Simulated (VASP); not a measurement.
# Si16O (a cell with a defect) in VASP: notebook

The runs below take Si16O (a cell with a defect) through single point, with r2SCAN.

All numbers are computed with VASP 6.6.1; they aren't measurements. Logs are shortened: lines on timing, memory, paths and dates and some standing lists are left out, and cuts for length are marked.

## (1) The cell of the first run

The cell holds a defect, 17 atoms: a = 7.699 Å, b = 7.699 Å, c = 7.699 Å, α = 60.00°, β = 60.00°, γ = 60.00°.

## (2) Single point, r2SCAN (with an interstitial atom, then relaxed in part)

Contents of POSCAR:

```
Si16O
1.0
    0.0000000000      5.4437023800     -5.4437023800
    5.4437023800      5.4437023800      0.0000000000
    5.4437023800      0.0000000000     -5.4437023800
Si O
16 1
Direct
    0.1652056311      0.1314406732      0.1234995741
    0.1258907998      0.6287707003      0.1167247712
    0.6364930458      0.0865434580      0.1017845602
    0.6254714269      0.6029794761      0.0999230604
    0.1315452457      0.1251498028      0.6288460007
    0.1309979649      0.6284498270      0.6126346927
    0.6305260050      0.1267568748      0.6180450259
    0.6276931393      0.6252779871      0.6046270142
    0.2532318492      0.7559586564      0.2379342968
    0.2788451018      0.2564767126      0.2546744279
    0.7504337336      0.7167857489      0.2310218829
    0.7954722358      0.2454310140      0.2531377102
    0.2535879908      0.7509521014      0.7420089571
    0.2568158620      0.2543758762      0.7499276664
    0.7568057385      0.7505589722      0.7258100999
    0.7553614933      0.2515364859      0.7369221573
   -0.1904639860      0.0717949956      0.1780825034
```

Contents of INCAR.step1:

```
SYSTEM = Si16O
ALGO = Normal
EDIFF = 1E-4
ENCUT = 520
GGA = PE
ISMEAR = 0
LASPH = .TRUE.
LCHARG = .FALSE.
LREAL = Auto
LWAVE = .TRUE.
NBANDS = 49
NELM = 100
PREC = Accurate
SIGMA = 0.02
```

Contents of INCAR.step2:

```
SYSTEM = Si16O
ALGO = Normal
EDIFF = 1E-6
ENCUT = 520
ISIF = 2
ISMEAR = 0
ISTART = 1
LASPH = .TRUE.
LCHARG = .FALSE.
LMIXTAU = .TRUE.
LREAL = Auto
LWAVE = .FALSE.
METAGGA = R2SCAN
NBANDS = 49
NELM = 100
PREC = Accurate
SIGMA = 0.02
```

Contents of KPOINTS:

```
k-points
0
G
  2 2 2
  0 0 0
```

Potentials or basis: VASP PAW PBE potentials, release 64 (Si, O).

Run with:

```bash
$ cat potpaw_PBE.64/Si/POTCAR potpaw_PBE.64/O/POTCAR > POTCAR
$ cp INCAR.step1 INCAR
$ mpirun -np 1 vasp_std > vasp.out
$ cp INCAR.step2 INCAR
$ mpirun -np 1 vasp_std > vasp.out
```

OUTCAR:

```text
SYSTEM = Si16O
   EDIFF = 1E-6
   ENCUT = 520
   ISIF = 2
   ISMEAR = 0
   ISTART = 1
   LASPH = .TRUE.
   LREAL = Auto
   METAGGA = R2SCAN
   NELM = 100
   PREC = Accurate

 ion  position               nearest neighbor table
   1  0.165  0.131  0.123-  12 2.32  10 2.33  14 2.36   9 2.38
   2  0.126  0.629  0.117-  13 2.36  10 2.36   9 2.36  11 2.38
   3  0.636  0.087  0.102-  17 1.64  16 2.32  10 2.32  11 2.33  12 2.95
   4  0.625  0.603  0.100-  12 2.32  11 2.33   9 2.36  15 2.36
   5  0.132  0.125  0.629-  13 2.35  10 2.36  14 2.36  16 2.37
   6  0.131  0.628  0.613-  14 2.35  13 2.35  15 2.35   9 2.36
   7  0.631  0.127  0.618-  12 2.32  16 2.32  14 2.35  15 2.37
   8  0.628  0.625  0.605-  16 2.35  13 2.35  15 2.36  11 2.36
   9  0.253  0.756  0.238-   6 2.36   4 2.36   2 2.36   1 2.38
  10  0.279  0.256  0.255-   3 2.32   1 2.33   2 2.36   5 2.36
  11  0.750  0.717  0.231-   3 2.33   4 2.33   8 2.36   2 2.38
  12  0.795  0.245  0.253-  17 1.64   7 2.32   4 2.32   1 2.32   3 2.95
  13  0.254  0.751  0.742-   8 2.35   6 2.35   5 2.35   2 2.36
  14  0.257  0.254  0.750-   7 2.35   6 2.35   5 2.36   1 2.36
  15  0.757  0.751  0.726-   6 2.35   4 2.36   8 2.36   7 2.37
  16  0.755  0.252  0.737-   3 2.32   7 2.32   8 2.35   5 2.37
  17  0.810  0.072  0.178-   3 1.64  12 1.64

  LATTYP: Found a face centered cubic cell.
 ALAT       =    10.8874047600

  Lattice vectors:

 A1 = (   0.0000000000,   5.4437023800,  -5.4437023800)
 A2 = (   5.4437023800,   5.4437023800,   0.0000000000)
 A3 = (   5.4437023800,   0.0000000000,  -5.4437023800)

Analysis of symmetry for initial positions (statically):
=====================================================================
 Subroutine PRICEL returns:
 Original cell was already a primitive cell.

 Routine SETGRP: Setting up the symmetry group for a
 face centered cubic supercell.

 Subroutine GETGRP returns: Found  1 space group operations
 (whereof  1 operations were pure point group operations)
 out of a pool of 48 trial point group operations.

The static configuration has the point symmetry C_1 .

Analysis of symmetry for dynamics (positions and initial velocities):
=====================================================================
 Subroutine PRICEL returns:
 Original cell was already a primitive cell.

 Routine SETGRP: Setting up the symmetry group for a
 face centered cubic supercell.

 Subroutine GETGRP returns: Found  1 space group operations
 (whereof  1 operations were pure point group operations)
 out of a pool of 48 trial point group operations.

The dynamic configuration has the point symmetry C_1 .

 Subroutine INISYM returns: Found  1 space group operations
 (whereof  1 operations are pure point group operations),
 and found     1 'primitive' translations

----------------------------------------------------------------------------------------

                                     Primitive cell

  volume of cell :     322.6362

  direct lattice vectors                    reciprocal lattice vectors
     0.000000000  5.443702380 -5.443702380    -0.091849254  0.091849254 -0.091849254
     5.443702380  5.443702380  0.000000000     0.091849254  0.091849254  0.091849254
     5.443702380  0.000000000 -5.443702380     0.091849254 -0.091849254 -0.091849254

  length of vectors
     7.698557735  7.698557735  7.698557735     0.159087574  0.159087574  0.159087574

  position of ions in fractional coordinates (direct lattice)
     0.165205631  0.131440673  0.123499574
     0.125890800  0.628770700  0.116724771
     0.636493046  0.086543458  0.101784560
     0.625471427  0.602979476  0.099923060
     0.131545246  0.125149803  0.628846001
     0.130997965  0.628449827  0.612634693
[... 9 lines left out ...]
     0.755361493  0.251536486  0.736922157
     0.809536014  0.071794996  0.178082503

  ion indices of the primitive-cell ions
   primitive index   ion index
                 1           1
                 2           2
                 3           3
                 4           4
                 5           5
                 6           6
[... 9 lines left out ...]
                16          16
                17          17

----------------------------------------------------------------------------------------

 KPOINTS: k-points

Automatic generation of k-mesh.
 Grid dimensions read from file:
 generate k-points for:    2    2    2

 Generating k-lattice:

  Cartesian coordinates                     Fractional coordinates (reciprocal lattice)
    -0.045924627  0.045924627 -0.045924627     0.500000000  0.000000000  0.000000000
     0.045924627  0.045924627  0.045924627     0.000000000  0.500000000  0.000000000
     0.045924627 -0.045924627 -0.045924627     0.000000000  0.000000000  0.500000000

  Length of vectors
     0.079543787  0.079543787  0.079543787

  Shift w.r.t. Gamma in fractional coordinates (k-lattice)
     0.000000000  0.000000000  0.000000000

 Subroutine IBZKPT returns following result:
 ===========================================

 Found      8 irreducible k-points:

 Following reciprocal coordinates:
            Coordinates               Weight
  0.000000  0.000000  0.000000      1.000000
  0.500000  0.000000  0.000000      1.000000
  0.000000  0.500000  0.000000      1.000000
  0.000000  0.000000  0.500000      1.000000
  0.500000  0.500000  0.500000      1.000000
  0.500000  0.500000  0.000000      1.000000
  0.000000  0.500000  0.500000      1.000000
  0.500000  0.000000  0.500000      1.000000
   k-points           NKPTS =      8   k-points in BZ     NKDIM =      8   number of bands    NBANDS=     49
   number of dos      NEDOS =    301   number of ions     NIONS =     17
   total plane-waves  NPLWV = 216000
   dimension x,y,z NGX =    60 NGY =   60 NGZ =   60
   dimension x,y,z NGXF=   120 NGYF=  120 NGZF=  120
   ions per type =              16   1
   NGX,Y,Z   is equivalent  to a cutoff of  12.96, 12.96, 12.96 a.u.
   NGXF,Y,Z  is equivalent  to a cutoff of  25.91, 25.91, 25.91 a.u.
 SYSTEM =  Si16O
   PREC   = accura    normal or accurate (medium, high low for compatibility)
   ISTART =      1    job   : 0-new  1-cont  2-samecut
   ICHARG =      0    charge: 1-file 2-atom 10-const
   ISPIN  =      1    spin polarized calculation?
   LNONCOLLINEAR =      F non collinear calculations
   LSORBIT =      F    spin-orbit coupling
   LASPH  =      T    aspherical Exc in radial PAW
   ENCUT  =  520.0 eV  38.22 Ry    6.18 a.u.  14.31 14.31 14.31*2*pi/ulx,y,z
   NELM   =    100;   NELMIN=  2; NELMDL=  0     # of ELM steps
   EDIFF  = 0.1E-05   stopping-criterion for ELM
   LREAL  =      T    real-space projection
   EDIFFG = 0.1E-04   stopping-criterion for IOM
   NSW    =      0    number of steps for IOM
   IBRION =     -1    ionic relax: 0-MD 1-quasi-New 2-CG
   NFREE  =      0    steps in history (QN), initial steepest desc. (CG)
   ISIF   =      2    stress and relaxation
   ISYM   =      2    0-nonsym 1-usesym 2-fastsym
   POTIM  = 0.5000    time-step for ionic-motion
   TEBEG  =    0.0;   TEEND  =   0.0 temperature during run
   PSTRESS=    0.0 pullay stress
   NELECT =      70.0000    total number of electrons
   NUPDOWN=      -1.0000    fix difference up-down
   EMIN   =  10.00;   EMAX   =-10.00  energy-range for DOS
   EFERMI =   0.00;   METHOD = LEGACY
   ISMEAR =     0;   SIGMA  =   0.02  broadening in eV -4-tet -1-fermi 0-gaus
   EFERMI_NEDOS =   21; number of points for ismear=-14 and -15
   IALGO  =     38    algorithm
   IMIX   =      4    mixing-type and parameters
     AMIX     =   0.40;   BMIX     =  1.00
     AMIX_MAG =   1.60;   BMIX_MAG =  1.00
  volume/ion in A,a.u.               =      18.98       128.07
  Fermi-wavevector in a.u.,A,eV,Ry     =   0.983716  1.858954 13.166324  0.967697
  Thomas-Fermi vector in A             =   2.114895
   LORBIT       =      0    0 simple, 1 ext, 2 COOP (PROOUT), +10 PAW based schemes
   METAGGA = R2SCAN    functional components
   LHFCALC =     F    Hartree Fock is set to
   AEXX    =    0.0000 exact exchange contribution
   IVDW    =     0    specifies the selected vdW correction
   LEPSILON=     F    determine dielectric tensor
   LRPA    =     F    only Hartree local field effects (RPA)
 non-spin polarized calculation
 Gauss-broadening in eV      SIGMA  =   0.02
  energy-cutoff  :      520.00
  volume of cell :      322.64
 maximum number of plane-waves:      8694
 NGX is ok and might be reduce to    60
   NGX = 29   NGY = 29   NGZ = 29

 number of electron      70.0000000 magnetization

 Free energy of the ion-electron system (eV)
  ---------------------------------------------------
  ext. energy  EPLUGINS =         0.00000000
  ---------------------------------------------------
  free energy    TOTEN  =      -147.66575766 eV

  energy without entropy =     -147.66575766  energy(sigma->0) =     -147.66575766

 E-fermi :   5.8131     XC(G=0):  -9.9398

 val. band max:        5.7114763535   @ k =   0.0000   0.0000   0.0000
 cond. band min:       6.4078881470   @ k =   0.0000   0.0000   0.0000
 fundamental gap:      0.6964117935
 Fermi energy:         5.8130789317

 k-point     1 :       0.0000    0.0000    0.0000
  band No.  band energies     occupation
      1     -16.0001      2.00000
      2      -6.4924      2.00000
      3      -5.0517      2.00000
      4      -4.2774      2.00000
      5      -4.2532      2.00000
      6      -3.8844      2.00000
[... 39 lines left out ...]
     46       8.7104      0.00000
     47       8.7381      0.00000

 k-point     2 :       0.5000    0.0000    0.0000
  band No.  band energies     occupation
      1     -15.9998      2.00000
      2      -5.9085      2.00000
      3      -5.5591      2.00000
      4      -4.9835      2.00000
      5      -3.9273      2.00000
      6      -3.8710      2.00000
[... 292 lines left out ...]
 k-point     8 :       0.5000    0.0000    0.5000
  band No.  band energies     occupation
      1     -15.9997      2.00000
      2      -5.7912      2.00000
      3      -5.3288      2.00000
      4      -5.0039      2.00000
      5      -4.5864      2.00000
      6      -4.5586      2.00000
[... 39 lines left out ...]
     46      10.3656      0.00000
     47      10.6348      0.00000
 [bands above 47 left out]

------------------------ aborting loop because EDIFF is reached ----------------------------------------

  FORCE on cell =-STRESS in cart. coord.  units (eV):
  Direction    XX          YY          ZZ          XY          YZ          ZX
  --------------------------------------------------------------------------------------
  -------------------------------------------------------------------------------------
  Total        4.9528343      5.6254791      4.9392636      2.9273233     -2.9463372     -3.5100629
  in kB       24.5952514     27.9355342     24.5278606     14.5367780    -14.6311991    -17.4306011
  external PRESSURE =      25.6862154 kB  Pullay stress =       0.0000000 kB

 VOLUME and BASIS-vectors are now :
 -----------------------------------------------------------------------------
  energy-cutoff  :      520.00
  volume of cell :      322.64
      direct lattice vectors                 reciprocal lattice vectors
     0.000000000  5.443702380 -5.443702380    -0.091849254  0.091849254 -0.091849254
     5.443702380  5.443702380  0.000000000     0.091849254  0.091849254  0.091849254
     5.443702380  0.000000000 -5.443702380     0.091849254 -0.091849254 -0.091849254

 POSITION                                       TOTAL-FORCE (eV/Angst)
 -----------------------------------------------------------------------------------
      1.38782      1.61485     -1.57163         0.005399     -0.006250      0.006528
      4.05826      4.10815     -1.32073        -0.004760      0.003514     -0.001411
      1.02520      3.93600     -4.01896        -0.032557     -0.041865      0.055160
      3.82639      6.68732     -3.94883         0.005824      0.006075     -0.012702
      4.10453      1.39737     -4.13934         0.001357      0.003369      0.001987
      6.75609      4.13421     -4.04811         0.001903     -0.000358     -0.001506
[... 9 lines left out ...]
      5.38087      5.48125     -8.12355         0.001127     -0.003414      0.000969
      1.36026      4.79770     -5.37630        -0.021624      0.000527     -0.020356
 -----------------------------------------------------------------------------------
    total drift:                                0.004724      0.005755      0.000107

  FREE ENERGIE OF THE ION-ELECTRON SYSTEM (eV)
  ---------------------------------------------------
  free  energy   TOTEN  =      -147.6657576577 eV

  energy  without entropy=     -147.6657576577  energy(sigma->0) =     -147.66575766
```

It took 6.6 min on 1 thread of Intel Xeon 6975P-C (Granite Rapids), shared host; peak memory 0.56 GiB.

Results:

```
Free energy            : -147.6658 eV
Pressure               : 2.6 GPa
Largest force          : 0.077 eV/Å
Band gap on the k mesh : 0.70 eV
```

Forces on the atoms (eV/Å):
```
Si   0.005 -0.006  0.007
Si  -0.005  0.004 -0.001
Si  -0.033 -0.042  0.055
Si   0.006  0.006 -0.013
Si   0.001  0.003  0.002
Si   0.002  0.000 -0.002
Si   0.000  0.005 -0.003
Si  -0.005 -0.002 -0.002
Si  -0.001 -0.004  0.001
Si  -0.009 -0.007  0.005
Si   0.010  0.005 -0.001
Si   0.056  0.038 -0.032
Si  -0.002  0.003  0.003
Si  -0.002 -0.001 -0.003
Si  -0.003  0.001  0.003
Si   0.001 -0.003  0.001
O   -0.022  0.001 -0.020
```

Caveat: the k points lie up to 0.50 Å⁻¹ apart; the cell differs from its parent crystal (with an interstitial atom, then relaxed in part); the PAW data sets were made with another functional, which shifts forces and pressure a little.

## (3) Single point, r2SCAN

Contents of POSCAR:

```
Si16O
1.0
    0.0000000000      5.4437023800     -5.4437023800
    5.4437023800      5.4437023800      0.0000000000
    5.4437023800      0.0000000000     -5.4437023800
Si O
16 1
Direct
    0.1594436910      0.1301963169      0.1336700556
    0.1201288120      0.6275264997      0.1268951628
    0.6307310283      0.0852991159      0.1119550551
    0.6197093934      0.6017352293      0.1100935463
    0.1257832358      0.1239054696      0.6390164739
    0.1252359979      0.6272055784      0.6228050807
    0.6247641334      0.1255125560      0.6282154610
    0.6219312269      0.6240336563      0.6147974791
    0.2474699030      0.7547143861      0.2481047651
    0.2730831695      0.2552324508      0.2648448426
    0.7446717724      0.7155414143      0.2411923739
    0.7897102376      0.2441866596      0.2633082046
    0.2478260026      0.7497077752      0.7521794386
    0.2510539527      0.2531315828      0.7600981301
    0.7510438144      0.7493146604      0.7359805368
    0.7495995767      0.2502921550      0.7470926432
   -0.1962260104      0.0705506975      0.1882529441
```

Contents of INCAR.step1:

```
SYSTEM = Si16O
PREC     = Accurate       ! precision mode
ENCUT    = 520            ! plane-wave cutoff, eV
ISMEAR   = 0              ! smearing method
SIGMA    = 0.02           ! smearing width, eV
LREAL    = Auto         
LASPH    = .TRUE.         ! aspherical terms in the spheres
NELM     = 60             ! most SCF steps
NBANDS   = 49             ! bands
GGA      = PE             ! functional
ALGO     = Normal         ! electronic algorithm
EDIFF    = 1E-4           ! SCF threshold, eV
LWAVE    = .TRUE.         ! write WAVECAR
LCHARG   = .FALSE.        ! write CHGCAR
```

Contents of INCAR.step2:

```
SYSTEM = Si16O
PREC     = Accurate       ! precision mode
ENCUT    = 520            ! plane-wave cutoff, eV
EDIFF    = 1E-7           ! SCF threshold, eV
ISMEAR   = 0              ! smearing method
SIGMA    = 0.02           ! smearing width, eV
LREAL    = Auto         
LASPH    = .TRUE.         ! aspherical terms in the spheres
NELM     = 60             ! most SCF steps
ALGO     = Normal         ! electronic algorithm
ISIF     = 2              ! what is computed and relaxed
LWAVE    = .FALSE.        ! write WAVECAR
LCHARG   = .TRUE.         ! write CHGCAR
METAGGA  = R2SCAN         ! meta-GGA
LMIXTAU  = .TRUE.       
LELF     = .TRUE.         ! ELF
LVHAR    = .TRUE.       
NBANDS   = 49             ! bands
ISTART   = 1
```

Contents of KPOINTS:

```
Automatic mesh
0
G
  2 2 2
  0 0 0
```

Potentials or basis: VASP PAW PBE potentials, release 64 (Si, O).

Run with:

```bash
$ cat potpaw_PBE.64/Si/POTCAR potpaw_PBE.64/O/POTCAR > POTCAR
$ cp INCAR.step1 INCAR
$ mpirun -np 1 vasp_std > vasp.out
$ cp INCAR.step2 INCAR
$ mpirun -np 1 vasp_std > vasp.out
```

It took 7.2 min on 1 thread of Intel Xeon 6975P-C (Granite Rapids), shared host; peak memory 0.57 GiB.

It converged, with:

* Free energy: -147.6656 eV
* Pressure: 2.6 GPa
* Largest force: 0.080 eV/Å
* Band gap on the k mesh: 0.70 eV

Forces in eV/Å, atoms in the order of the input:
```
Si   0.003 -0.004  0.008
Si  -0.003  0.002 -0.002
Si  -0.033 -0.045  0.057
Si   0.004  0.008 -0.011
Si   0.000  0.002  0.000
Si   0.003  0.000 -0.003
Si   0.003  0.007 -0.005
Si  -0.002 -0.003 -0.002
Si   0.000 -0.003  0.002
Si  -0.009 -0.007  0.005
Si   0.011  0.004 -0.002
Si   0.054  0.039 -0.033
Si  -0.001  0.002  0.002
Si  -0.005  0.002 -0.001
Si  -0.001  0.000  0.003
Si   0.001 -0.004  0.001
O   -0.024  0.001 -0.019
```

Stress tensor (GPa, compression positive):
```
 2.46  1.45 -1.74
 1.45  2.80 -1.46
-1.74 -1.46  2.45
```

Levels at points of the mesh, in eV from the valence-band top:
```tsv
k point	band 32	band 33	band 34	band 35	band 36	band 37	band 38	band 39
(0.00, 0.00, 0.00)	-1.00	-0.33	-0.05	0.00	0.70	1.01	1.04	1.21
(0.50, 0.00, 0.00)	-1.29	-0.84	-0.66	-0.59	1.57	1.67	1.84	1.97
(0.00, 0.50, 0.00)	-1.29	-0.85	-0.66	-0.59	1.57	1.67	1.83	1.97
(0.00, 0.00, 0.50)	-1.30	-0.80	-0.67	-0.60	1.46	1.72	1.85	1.92
(0.50, 0.50, 0.50)	-0.78	-0.73	-0.65	-0.06	1.40	1.69	1.78	1.78
(0.50, 0.50, 0.00)	-1.46	-1.41	-1.12	-0.93	1.61	1.70	2.61	2.69
(0.00, 0.50, 0.50)	-1.52	-1.36	-1.27	-0.49	1.47	1.69	2.61	2.68
(0.50, 0.00, 0.50)	-1.52	-1.36	-1.27	-0.49	1.46	1.69	2.61	2.68
```

Caveat: the k points lie up to 0.50 Å⁻¹ apart; the PAW data sets were made with another functional, which shifts forces and pressure a little.
